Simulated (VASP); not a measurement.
# Cu (P6_3/mmc) in VASP: notebook

Runs on Cu. Level: PBEsol. Tasks: relaxation of cell and atoms, single point.

All numbers are computed with VASP 6.6.1; they aren't measurements. Logs are shortened: lines on timing, memory, paths and dates and some standing lists are left out, and cuts for length are marked.

### Step 1. The cell of the first run

The structure is hexagonal, space group P6_3/mmc (No. 194). The conventional cell has a = 2.513 Å, b = 2.513 Å, c = 4.103 Å, α = 90.00°, β = 90.00°, γ = 120.00°. Within 3.3 Å of Cu (site symmetry -6m2) lie 12 Cu at 2.51 Å.

This isn't the form of Cu at room conditions, which is fcc.

### Step 2. Relaxation of cell and atoms, PBEsol, target pressure 1 GPa, at which the enthalpy is minimised

INCAR reads:

```
PREC     = Accurate       # precision mode
ENCUT    = 600            # plane-wave cutoff, eV
EDIFF    = 1E-6           # SCF threshold, eV
ISMEAR   = 0              # smearing method
SIGMA    = 0.1            # smearing width, eV
LREAL    = False          # projectors in reciprocal space
LASPH    = True           # aspherical terms in the spheres
NELM     = 60             # most SCF steps
ALGO     = Fast           # electronic algorithm
ISIF     = 3              # what is computed and relaxed
LWAVE    = False          # write WAVECAR
LCHARG   = False          # write CHGCAR
GGA      = PS             # functional
IBRION   = 2              # ionic algorithm
NSW      = 70             # ionic steps
EDIFFG   = -0.008         # ionic threshold
PSTRESS  = 10.0
```

KPOINTS reads:

```
Automatic mesh
0
Gamma
  18 18 10
```

POSCAR reads:

```
Cu
1.0
    2.5125215520      0.0000000000      0.0000000000
   -1.2562607760      2.1759074916      0.0000000000
    0.0000000000      0.0000000000      4.1033445437
Cu
2
Direct
    0.3333333333      0.6666666667      0.2500000000
    0.6666666667      0.3333333333      0.7500000000
```

Potentials or basis: VASP PAW PBE potentials, release 64 (Cu).

Started as:

```
$ cat potpaw_PBE.64/Cu/POTCAR > POTCAR
$ mpirun -np 1 vasp_std > vasp.out
```

OUTCAR:

```text
PREC = Accurate
   ENCUT = 600
   EDIFF = 1E-6
   ISMEAR = 0
   LREAL = False
   LASPH = True
   NELM = 60
   ISIF = 3
   GGA = PS
   IBRION = 2
   NSW = 70
   EDIFFG = -0.008
   PSTRESS = 10.0

 ion  position               nearest neighbor table
   1  0.333  0.667  0.250-   2 2.51   2 2.51   2 2.51   2 2.51   2 2.51   2 2.51
   2  0.667  0.333  0.750-   1 2.51   1 2.51   1 2.51   1 2.51   1 2.51   1 2.51

  LATTYP: Found a hexagonal cell.
 ALAT       =     2.5125215520
 C/A-ratio  =     1.6331579486

  Lattice vectors:

 A1 = (   2.5125215520,   0.0000000000,   0.0000000000)
 A2 = (  -1.2562607760,   2.1759074916,   0.0000000000)
 A3 = (   0.0000000000,   0.0000000000,   4.1033445437)

Analysis of symmetry for initial positions (statically):
=====================================================================
 Subroutine PRICEL returns:
 Original cell was already a primitive cell.

 Routine SETGRP: Setting up the symmetry group for a
 hexagonal supercell.

 Subroutine GETGRP returns: Found 24 space group operations
 (whereof 12 operations were pure point group operations)
 out of a pool of 24 trial point group operations.

The static configuration has the point symmetry D_3d.
 The point group associated with its full space group is D_6h.

Analysis of symmetry for dynamics (positions and initial velocities):
=====================================================================
 Subroutine PRICEL returns:
 Original cell was already a primitive cell.

 Routine SETGRP: Setting up the symmetry group for a
 hexagonal supercell.

 Subroutine GETGRP returns: Found 24 space group operations
 (whereof 12 operations were pure point group operations)
 out of a pool of 24 trial point group operations.

The dynamic configuration has the point symmetry D_3d.
 The point group associated with its full space group is D_6h.

 Subroutine INISYM returns: Found 24 space group operations
 (whereof 12 operations are pure point group operations),
 and found     1 'primitive' translations

----------------------------------------------------------------------------------------

                                     Primitive cell

  volume of cell :      22.4330

  direct lattice vectors                    reciprocal lattice vectors
     2.512521552  0.000000000  0.000000000     0.398006536  0.229789181  0.000000000
    -1.256260776  2.175907492  0.000000000     0.000000000  0.459578362  0.000000000
     0.000000000  0.000000000  4.103344544     0.000000000  0.000000000  0.243703640

  length of vectors
     2.512521552  2.512521552  4.103344544     0.459578362  0.459578362  0.243703640

[... 103 lines left out ...]
  Thomas-Fermi vector in A             =   2.719446
   LORBIT       =      0    0 simple, 1 ext, 2 COOP (PROOUT), +10 PAW based schemes
   GGA     = PS    functional components
   LHFCALC =     F    Hartree Fock is set to
   AEXX    =    0.0000 exact exchange contribution
   IVDW    =     0    specifies the selected vdW correction
   LEPSILON=     F    determine dielectric tensor
   LRPA    =     F    only Hartree local field effects (RPA)
 conjugate gradient relaxation of ions
 non-spin polarized calculation
 RMM-DIIS sequential band-by-band and
 Gauss-broadening in eV      SIGMA  =   0.10
  energy-cutoff  :      600.00
  volume of cell :       22.43
 maximum number of plane-waves:       772
 NGX is ok and might be reduce to    20
   NGX =  9   NGY =  9   NGZ = 17

--------------------------------------- Ionic step        1  -------------------------------------------

 number of electron      21.9999992 magnetization

 Free energy of the ion-electron system (eV)
  ---------------------------------------------------
  ext. energy  EPLUGINS =         0.00000000
  ---------------------------------------------------
  free energy    TOTEN  =        -8.59464122 eV

  energy without entropy =       -8.59003387  energy(sigma->0) =       -8.59233754

------------------------ aborting loop because EDIFF is reached ----------------------------------------

  FORCE on cell =-STRESS in cart. coord.  units (eV):
  Direction    XX          YY          ZZ          XY          YZ          ZX
  --------------------------------------------------------------------------------------
  -------------------------------------------------------------------------------------
  Total        0.4430344      0.4430344      0.4390233     -0.0000000      0.0000000      0.0000000
  in kB       31.6417044     31.6417044     31.3552252     -0.0000000      0.0000000      0.0000000
  external PRESSURE =      21.5462113 kB  Pullay stress =      10.0000000 kB
[... 215 lines left out ...]
--------------------------------------- Ionic step        7  -------------------------------------------

 number of electron      21.9999993 magnetization

 Free energy of the ion-electron system (eV)
  ---------------------------------------------------
  ext. energy  EPLUGINS =         0.00000000
  ---------------------------------------------------
  free energy    TOTEN  =        -8.59695803 eV

  energy without entropy =       -8.59234103  energy(sigma->0) =       -8.59464953

 E-fermi :   7.8471     XC(G=0): -13.1480

 val. band max:        7.8447797340   @ k =   0.2222   0.2222   0.5000
 cond. band min:       7.8558477597   @ k =   0.5000   0.0000   0.1000
 fundamental gap:      0.0110680256
 Fermi energy:         7.8470524367

 k-point     1 :       0.0000    0.0000    0.0000
  band No.  band energies     occupation
      1      -1.7896      2.00000
      2       2.5848      2.00000
      3       4.7554      2.00000
      4       4.8236      2.00000
      5       4.8236      2.00000
      6       5.0462      2.00000
      7       5.0462      2.00000
      8       5.3491      2.00000
      9       5.3491      2.00000
     10       6.1454      2.00000
     11       6.1454      2.00000
     12       6.7555      2.00000
     13      11.8612      0.00000
     14      29.5879      0.00000
[... 401 lines left out ...]
      2       3.3063      2.00000
      3       3.4384      2.00000
      4       4.4217      2.00000
      5       4.6813      2.00000
      6       4.8495      2.00000
      7       5.0778      2.00000
      8       6.1179      2.00000
      9       6.2443      2.00000
     10       6.2499      2.00000
     11       7.6474      1.99525
     12      10.8071      0.00000
     13      15.4883      0.00000
     14      15.9712      0.00000
     15      18.7029      0.00000

 [... further k-points ...]

------------------------ aborting loop because EDIFF is reached ----------------------------------------

  FORCE on cell =-STRESS in cart. coord.  units (eV):
  Direction    XX          YY          ZZ          XY          YZ          ZX
  --------------------------------------------------------------------------------------
  -------------------------------------------------------------------------------------
  Total        0.1421032      0.1421032      0.1389190      0.0000000     -0.0000000      0.0000000
  in kB       10.0411967     10.0411967      9.8161937      0.0000000     -0.0000000      0.0000000
  external PRESSURE =      -0.0338043 kB  Pullay stress =      10.0000000 kB
[... 21 lines left out ...]
  energy  without entropy=       -8.5923410337  energy(sigma->0) =       -8.59464953

  enthalpy is  TOTEN    =        -8.4554378278 eV   P V=        0.1415202056

 reached required accuracy - stopping structural energy minimisation
```

It took 7.7 min on 1 thread of Intel Xeon 8259CL, shared host; peak memory 0.21 GiB.

Results:

```yaml
Free_energy: -8.5970 eV
Relaxed_volume: 11.34 Å³/atom
Relaxed_cell: a = 2.522 Å, b = 2.522 Å, c = 4.118 Å, α = 90.00°, β = 90.00°, γ = 120.00°
Space_group_after_relaxing_to_0.1_Å: P6_3/mmc (No. 194)
Energy_change_on_relaxing_the_run_minimises_the_enthalpy: -1.2 meV/atom
Ionic_steps: 7
Pressure_after_relaxing: 1.0 GPa
Band_gap_on_the_k_mesh: zero (bands 11 and 12 overlap by 6.12 eV)
```

Step by step:
```tsv
step	energy change (eV)	largest force (eV/Å)	pressure (GPa)	volume (Å³)
1	0.0000	0.0000	3.15	22.43
2	-0.0019	0.0000	-1.13	22.93
3	-0.0020	0.0000	1.88	22.62
4	-0.0024	0.0000	0.34	22.71
5	-0.0023	0.0000	1.24	22.67
6	-0.0023	0.0000	0.70	22.68
7	-0.0023	0.0000	1.00	22.67
```

Final structure:
```cif
data_structure
_symmetry_space_group_name_H-M 'P 1'
_symmetry_Int_Tables_number 1
_cell_length_a 2.5215
_cell_length_b 2.5215
_cell_length_c 4.1179
_cell_angle_alpha 90.000
_cell_angle_beta 90.000
_cell_angle_gamma 120.000
_cell_volume 22.67
loop_
_atom_site_label
_atom_site_type_symbol
_atom_site_fract_x
_atom_site_fract_y
_atom_site_fract_z
_atom_site_occupancy
Cu1 Cu 0.33333 0.66667 0.25000 1
Cu2 Cu 0.66667 0.33333 0.75000 1
```

Caveat: the cell is relaxed towards a set pressure, so the run minimises the enthalpy, not the energy; the PAW data sets were made with another functional, which shifts forces and pressure a little.

(Continued in part 2 of 2.)

The gap in the log of VASP goes by the Fermi energy; the results here count the filled bands.